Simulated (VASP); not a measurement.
# Ir (Fm-3m) in VASP: single point with HSE06

Aim: the single point of Ir with HSE06.

Program: VASP 6.6.1. These are calculated values, not measurements. Logs are shortened: lines on timing, memory, paths and dates and some standing lists are left out, and cuts for length are marked.

## (1) The cell of the first run

Symmetry: Fm-3m, No. 225, cubic system. Conventional cell: a = 3.883 Å, b = 3.883 Å, c = 3.883 Å, α = 90.00°, β = 90.00°, γ = 90.00°. Within 3.6 Å of Ir (site symmetry m-3m) lie 12 Ir at 2.75 Å.

## (2) Single point, HSE06

POSCAR reads:

```
Ir
1.0
    0.0000000000      1.9414286187      1.9414286187
    1.9414286187      0.0000000000      1.9414286187
    1.9414286187      1.9414286187      0.0000000000
Ir
1
Direct
    0.0000000000      0.0000000000      0.0000000000
```

INCAR.step1 reads:

```
SYSTEM = Ir
PREC     = Accurate       ! precision mode
ENCUT    = 420            ! plane-wave cutoff, eV
EDIFF    = 1E-5           ! SCF threshold, eV
ISMEAR   = -1             ! smearing method
SIGMA    = 0.1            ! smearing width, eV
LREAL    = .FALSE.        ! projectors in reciprocal space
LASPH    = .TRUE.         ! aspherical terms in the spheres
NELM     = 120            ! most SCF steps
ALGO     = Normal         ! electronic algorithm
ISIF     = 2              ! what is computed and relaxed
LWAVE    = .TRUE.         ! write WAVECAR
GGA      = PE             ! functional
NBANDS   = 14             ! bands
GGA_COMPAT= .FALSE.
```

INCAR.step2 reads:

```
SYSTEM = Ir
PREC     = Accurate       ! precision mode
ENCUT    = 420            ! plane-wave cutoff, eV
EDIFF    = 1E-6           ! SCF threshold, eV
ISMEAR   = -1             ! smearing method
SIGMA    = 0.1            ! smearing width, eV
LREAL    = .FALSE.        ! projectors in reciprocal space
LASPH    = .TRUE.         ! aspherical terms in the spheres
NELM     = 120            ! most SCF steps
ALGO     = Normal         ! electronic algorithm
ISIF     = 2              ! what is computed and relaxed
LWAVE    = .FALSE.        ! write WAVECAR
LCHARG   = .TRUE.         ! write CHGCAR
GGA      = PE             ! functional
LHFCALC  = .TRUE.         ! exact exchange
HFSCREEN = 0.2079         ! screening, 1/A
PRECFOCK = Normal       
LELF     = .TRUE.         ! ELF
LVHAR    = .TRUE.       
ISTART   = 1            
NBANDS   = 14             ! bands
GGA_COMPAT= .FALSE.
```

KPOINTS reads:

```
regular mesh
0
G
  6 6 6
  0 0 0
```

Potentials or basis: VASP PAW PBE potentials, release 64 (Ir_sv_GW).

The run is started by

```
cat potpaw_PBE.64/Ir_sv_GW/POTCAR > POTCAR
cp INCAR.step1 INCAR
mpirun -np 1 vasp_std > vasp.out
cp INCAR.step2 INCAR
mpirun -np 1 vasp_std > vasp.out
```

OUTCAR:

```text
SYSTEM = Ir
   PREC = Accurate
   ENCUT = 420
   EDIFF = 1E-6
   ISMEAR = -1
   LREAL = .FALSE.
   LASPH = .TRUE.
   NELM = 120
   ISIF = 2
   GGA = PE
   LHFCALC = .TRUE.
   HFSCREEN = 0.2079
   PRECFOCK = Normal
   ISTART = 1

 ion  position               nearest neighbor table
   1  0.000  0.000  0.000-

  LATTYP: Found a face centered cubic cell.
 ALAT       =     3.8828572374

  Lattice vectors:

 A1 = (   0.0000000000,   1.9414286187,   1.9414286187)
 A2 = (   1.9414286187,   0.0000000000,   1.9414286187)
 A3 = (   1.9414286187,   1.9414286187,   0.0000000000)

Analysis of symmetry for initial positions (statically):
=====================================================================
 Subroutine PRICEL returns:
 Original cell was already a primitive cell.

 Routine SETGRP: Setting up the symmetry group for a
 face centered cubic supercell.

 Subroutine GETGRP returns: Found 48 space group operations
 (whereof 48 operations were pure point group operations)
 out of a pool of 48 trial point group operations.

The static configuration has the point symmetry O_h .

Analysis of symmetry for dynamics (positions and initial velocities):
=====================================================================
 Subroutine PRICEL returns:
 Original cell was already a primitive cell.

 Routine SETGRP: Setting up the symmetry group for a
 face centered cubic supercell.

 Subroutine GETGRP returns: Found 48 space group operations
 (whereof 48 operations were pure point group operations)
 out of a pool of 48 trial point group operations.

The dynamic configuration has the point symmetry O_h .

 Subroutine INISYM returns: Found 48 space group operations
 (whereof 48 operations are pure point group operations),
 and found     1 'primitive' translations

----------------------------------------------------------------------------------------

                                     Primitive cell

  volume of cell :      14.6351

  direct lattice vectors                    reciprocal lattice vectors
     0.000000000  1.941428619  1.941428619    -0.257542304  0.257542304  0.257542304
     1.941428619  0.000000000  1.941428619     0.257542304 -0.257542304  0.257542304
     1.941428619  1.941428619  0.000000000     0.257542304  0.257542304 -0.257542304

  length of vectors
     2.745594683  2.745594683  2.745594683     0.446076356  0.446076356  0.446076356

  position of ions in fractional coordinates (direct lattice)
     0.000000000  0.000000000  0.000000000

  ion indices of the primitive-cell ions
   primitive index   ion index
                 1           1

----------------------------------------------------------------------------------------

 KPOINTS: regular mesh

Automatic generation of k-mesh.
 Grid dimensions read from file:
 generate k-points for:    6    6    6

 Generating k-lattice:

  Cartesian coordinates                     Fractional coordinates (reciprocal lattice)
    -0.042923717  0.042923717  0.042923717     0.166666667  0.000000000  0.000000000
     0.042923717 -0.042923717  0.042923717     0.000000000  0.166666667  0.000000000
     0.042923717  0.042923717 -0.042923717     0.000000000  0.000000000  0.166666667

  Length of vectors
     0.074346059  0.074346059  0.074346059

  Shift w.r.t. Gamma in fractional coordinates (k-lattice)
     0.000000000  0.000000000  0.000000000

 Subroutine IBZKPT returns following result:
 ===========================================

 Found     16 irreducible k-points:

 Following reciprocal coordinates:
            Coordinates               Weight
  0.000000  0.000000  0.000000      1.000000
  0.166667  0.000000  0.000000      8.000000
  0.333333  0.000000  0.000000      8.000000
  0.500000  0.000000  0.000000      4.000000
  0.166667  0.166667  0.000000      6.000000
  0.333333  0.166667  0.000000     24.000000
[... 8 lines left out ...]
 -0.333333  0.333333  0.166667     24.000000
 -0.333333  0.500000  0.166667     12.000000
   k-points           NKPTS =     16   k-points in BZ     NKDIM =    216   number of bands    NBANDS=     14
   number of dos      NEDOS =    301   number of ions     NIONS =      1
   total plane-waves  NPLWV =   5832
   dimension x,y,z NGX =    18 NGY =   18 NGZ =   18
   dimension x,y,z NGXF=    36 NGYF=   36 NGZF=   36
   ions per type =               1
   NGX,Y,Z   is equivalent  to a cutoff of  10.90, 10.90, 10.90 a.u.
   NGXF,Y,Z  is equivalent  to a cutoff of  21.80, 21.80, 21.80 a.u.
 SYSTEM =  Ir
   PREC   = accura    normal or accurate (medium, high low for compatibility)
   ISTART =      1    job   : 0-new  1-cont  2-samecut
   ICHARG =      0    charge: 1-file 2-atom 10-const
   ISPIN  =      1    spin polarized calculation?
   LNONCOLLINEAR =      F non collinear calculations
   LSORBIT =      F    spin-orbit coupling
   LASPH  =      T    aspherical Exc in radial PAW
   ENCUT  =  420.0 eV  30.87 Ry    5.56 a.u.   4.59  4.59  4.59*2*pi/ulx,y,z
   NELM   =    120;   NELMIN=  2; NELMDL=  0     # of ELM steps
   EDIFF  = 0.1E-05   stopping-criterion for ELM
   LREAL  =      F    real-space projection
   EDIFFG = 0.1E-04   stopping-criterion for IOM
   NSW    =      0    number of steps for IOM
   IBRION =     -1    ionic relax: 0-MD 1-quasi-New 2-CG
   NFREE  =      0    steps in history (QN), initial steepest desc. (CG)
   ISIF   =      2    stress and relaxation
   ISYM   =      3    0-nonsym 1-usesym 2-fastsym
   POTIM  = 0.5000    time-step for ionic-motion
   TEBEG  =    0.0;   TEEND  =   0.0 temperature during run
   PSTRESS=    0.0 pullay stress
   NELECT =      17.0000    total number of electrons
   NUPDOWN=      -1.0000    fix difference up-down
   EMIN   =  10.00;   EMAX   =-10.00  energy-range for DOS
   EFERMI =   0.00;   METHOD = LEGACY
   ISMEAR =    -1;   SIGMA  =   0.10  broadening in eV -4-tet -1-fermi 0-gaus
   EFERMI_NEDOS =   21; number of points for ismear=-14 and -15
   IALGO  =     38    algorithm
   IMIX   =      1    mixing-type and parameters
     AMIX     =   0.40;   BMIX     =  1.00
     AMIX_MAG =   1.60;   BMIX_MAG =  1.00
  volume/ion in A,a.u.               =      14.64        98.76
  Fermi-wavevector in a.u.,A,eV,Ry     =   1.720916  3.252060 40.294367  2.961552
  Thomas-Fermi vector in A             =   2.797266
   LORBIT       =      0    0 simple, 1 ext, 2 COOP (PROOUT), +10 PAW based schemes
   GGA     = PE    functional components
   LHFCALC =     T    Hartree Fock is set to
   PRECFOCK=normal    Normal, Fast or Accurate (Low or Medium for compatibility)
   ENCUT4O =  -1.0   cutoff for four orbital integrals eV
   NKREDX  =     1    reduce k-point grid by
   NKREDY  =     1    reduce k-point grid by
   NKREDZ  =     1    reduce k-point grid by
   AEXX    =    0.2500 exact exchange contribution
   HFSCREEN=    0.2079 screening length (either q_TF or 0.3 A-1)
   HFSCREENC=   0.2079 screening length for correlation (either q_TF or 0.3 A-1)
   ENCUTFOCK=  -1.0 apply spherical cutoff to Coloumb kernel
   IVDW    =     0    specifies the selected vdW correction
   LEPSILON=     F    determine dielectric tensor
   LRPA    =     F    only Hartree local field effects (RPA)
 non-spin polarized calculation
  energy-cutoff  :      420.00
  volume of cell :       14.64
 maximum number of plane-waves:       302
  NGX = 14; NGY = 14; NGZ = 14

 number of electron      17.0000001 magnetization

 Free energy of the ion-electron system (eV)
  ---------------------------------------------------
  ext. energy  EPLUGINS =         0.00000000
  ---------------------------------------------------
  free energy    TOTEN  =        -9.57436315 eV

  energy without entropy =       -9.53533610  energy(sigma->0) =       -9.55484962

 E-fermi :  11.4785     XC(G=0): -11.6357

 val. band max:       11.3498954722   @ k =   0.5000   0.3333   0.1667
 cond. band min:      11.5757588412   @ k =   0.3333   0.0000   0.0000
 fundamental gap:      0.2258633690
 Fermi energy:        11.4784957789

 k-point     1 :       0.0000    0.0000    0.0000
  band No.  band energies     occupation
      1     -85.4109      2.00000
      2     -40.4783      2.00000
      3     -40.4783      2.00000
      4     -40.4783      2.00000
      5       0.0505      2.00000
      6       7.5417      2.00000
      7       7.5417      2.00000
      8       7.5417      2.00000
      9      10.1874      2.00000
     10      10.1874      2.00000
     11      26.5647      0.00000
     12      32.1210      0.00000
     13      32.1210      0.00000
     14      32.1210      0.00000

 k-point     2 :       0.1667    0.0000    0.0000
  band No.  band energies     occupation
      1     -85.3936      2.00000
      2     -40.6960      2.00000
      3     -40.5101      2.00000
      4     -40.5101      2.00000
      5       1.2852      2.00000
      6       7.0684      2.00000
      7       7.9577      2.00000
      8       7.9577      2.00000
      9      10.1096      2.00000
     10      10.1096      2.00000
     11      28.2211      0.00000
     12      28.7993      0.00000
     13      34.0952      0.00000
     14      34.0952      0.00000

 k-point     3 :       0.3333    0.0000    0.0000
  band No.  band energies     occupation
      1     -85.3587      2.00000
      2     -41.1194      2.00000
      3     -40.5713      2.00000
      4     -40.5713      2.00000
      5       3.0677      2.00000
      6       7.6718      2.00000
      7       7.6718      2.00000
      8       8.1336      2.00000
      9      11.5758      0.54871
     10      11.5758      0.54871
     11      23.9208      0.00000
     12      27.9049      0.00000
     13      34.9994      0.00000
     14      34.9994      0.00000
[... 188 lines left out ...]
 k-point    15 :      -0.3333    0.3333    0.1667
  band No.  band energies     occupation
      1     -85.3239      2.00000
      2     -41.1414      2.00000
      3     -40.9331      2.00000
      4     -40.7240      2.00000
      5       5.4766      2.00000
      6       5.5730      2.00000
      7       7.1973      2.00000
      8       9.5658      2.00000
      9      12.6532      0.00002
     10      19.2285      0.00000
     11      19.2829      0.00000
     12      26.1079      0.00000
     13      27.6689      0.00000
     14      33.9002      0.00000

 k-point    16 :      -0.3333    0.5000    0.1667
  band No.  band energies     occupation
      1     -85.3181      2.00000
      2     -41.1627      2.00000
      3     -40.9218      2.00000
      4     -40.8023      2.00000
      5       4.3974      2.00000
      6       5.1199      2.00000
      7       8.5453      2.00000
      8      10.5274      1.99985
      9      13.5890      0.00000
     10      19.2478      0.00000
     11      21.0971      0.00000
     12      23.2245      0.00000
     13      25.7945      0.00000
     14      37.2960      0.00000

------------------------ aborting loop because EDIFF is reached ----------------------------------------

  FORCE on cell =-STRESS in cart. coord.  units (eV):
  Direction    XX          YY          ZZ          XY          YZ          ZX
  --------------------------------------------------------------------------------------
  -------------------------------------------------------------------------------------
  Total       -1.5555450     -1.5555450     -1.5555450      0.0000000     -0.0000000      0.0000000
  in kB     -170.2938175   -170.2938175   -170.2938175      0.0000000     -0.0000000      0.0000000
  external PRESSURE =    -170.2938175 kB  Pullay stress =       0.0000000 kB

 VOLUME and BASIS-vectors are now :
 -----------------------------------------------------------------------------
  energy-cutoff  :      420.00
  volume of cell :       14.64
      direct lattice vectors                 reciprocal lattice vectors
     0.000000000  1.941428619  1.941428619    -0.257542304  0.257542304  0.257542304
     1.941428619  0.000000000  1.941428619     0.257542304 -0.257542304  0.257542304
     1.941428619  1.941428619  0.000000000     0.257542304  0.257542304 -0.257542304

 POSITION                                       TOTAL-FORCE (eV/Angst)
 -----------------------------------------------------------------------------------
      0.00000      0.00000      0.00000         0.000000      0.000000      0.000000
 -----------------------------------------------------------------------------------
    total drift:                                0.000000      0.000000      0.000000

  FREE ENERGIE OF THE ION-ELECTRON SYSTEM (eV)
  ---------------------------------------------------
  free  energy   TOTEN  =        -9.5743631454 eV

  energy  without entropy=       -9.5353360992  energy(sigma->0) =       -9.55484962
```

It took 7 min on 1 thread of Intel Xeon Platinum 8259CL at 2.50GHz (Skylake/Cascade Lake), shared host; peak memory 0.23 GiB.

Results:

```
Free energy            : -9.5744 eV
Pressure               : -17.0 GPa
Band gap on the k mesh : zero (an odd number of electrons rules out a gap without spin polarisation)
```

Levels at points of the mesh, in eV from the Fermi level:
| k point | band 5 | band 6 | band 7 | band 8 | band 9 | band 10 | band 11 | band 12 |
| --- | --- | --- | --- | --- | --- | --- | --- | --- |
| (0.00, 0.00, 0.00) | -11.43 | -3.94 | -3.94 | -3.94 | -1.29 | -1.29 | 15.09 | 20.64 |
| (0.50, 0.00, 0.00) | -8.31 | -4.17 | -4.17 | -0.38 | 1.40 | 1.40 | 8.41 | 14.73 |
| (0.50, 0.50, 0.00) | -8.24 | -7.56 | 1.04 | 2.09 | 2.09 | 2.26 | 11.72 | 12.72 |

Caveat: the k points lie up to 0.47 Å⁻¹ apart, too coarse for converged energies and pressures of a metal; the PAW data sets were made with another functional, which shifts forces and pressure a little; spin-orbit coupling is left out, which moves the levels of the heavy elements.

The gap in the log of VASP goes by the Fermi energy; the results here count the filled bands.